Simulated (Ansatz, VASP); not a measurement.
**YbH3 in VASP and in Ansatz**

File INCAR:

```
SYSTEM = YbH3
PREC = Accurate ; ENCUT = 520
EDIFF = 1E-6 ; ISMEAR = -1
SIGMA = 0.05 ; LREAL = .False.
LASPH = .True. ; NELM = 150
ALGO = Normal ; ISIF = 2
LWAVE = .False. ; LCHARG = .False.
ISPIN = 2 ; MAGMOM = 1.5 0 0 0
LORBIT = 11 ; NUPDOWN = 1.5
LMAXMIX = 6 ; GGA = PE
NBANDS = 26
```

File KPOINTS:

```
Automatic mesh
0
Gamma
  7 7 7
  0 0 0
```

POSCAR

```
YbH3
1.0
    0.0000000000      2.6049710000      2.6049710000
    2.6049710000      0.0000000000      2.6049710000
    2.6049710000      2.6049710000      0.0000000000
Yb H
1 3
Direct
    0.0000000000      0.0000000000      0.0000000000
    0.5000000000      0.5000000000      0.5000000000
    0.2500000000      0.2500000000      0.2500000000
    0.7500000000      0.7500000000      0.7500000000
```

input.yaml

```yaml
crystal:
  lattice:
    - [0.0, 2.604971, 2.604971]
    - [2.604971, 0.0, 2.604971]
    - [2.604971, 2.604971, 0.0]
  atoms:
    - { symbol: Yb, position: [0.0, 0.0, 0.0], spin: 1.5 }
    - { symbol: H, position: [0.5, 0.5, 0.5] }
    - { symbol: H, position: [0.25, 0.25, 0.25] }
    - { symbol: H, position: [0.75, 0.75, 0.75] }
hamiltonian:
  xc: pbe
  pseudopotentials: { kind: paw }
magnetization:
  spin_polarized: true
  initial_magnetization: 1.5
  spin_locking: { lock_magnetization: hard }
kpoints:
  mp_grid: { grid: [7, 7, 7] }
scf:
  occupations: { method: fermi_dirac, width: 0.05 }
  lower_state_search: "off"
output:
  forces: true
  stress: true
  eigenvalues: true
```

Alike in both runs: task single point; functional PBE; k mesh 7 × 7 × 7; occupations fermi-dirac, width 0.05 eV; collinear spin; fixed moment 1.5 μB.

```csv
,VASP,Ansatz
version,VASP 6.6.1,Ansatz 0.2.0
potentials or method,"VASP PAW PBE potentials, release 64 (Yb, H)",Ansatz PAW
plane-wave cutoff (eV),520,420
valence electrons in the cell,27,27
```

```tsv
	VASP	Ansatz	Ansatz less VASP
pressure (GPa)	-4.2	-4.3	-0.13
net moment per atom (μB)	0.38	0.37	0.000
size of the moment on the site where the two differ most (μB)	0.12	0.24	+0.120
```

Site moments also hang on the region over which each program counts them. The functional is the same, so the differences come from potentials, cutoffs and numerics.

Neither program's run includes spin-orbit coupling.
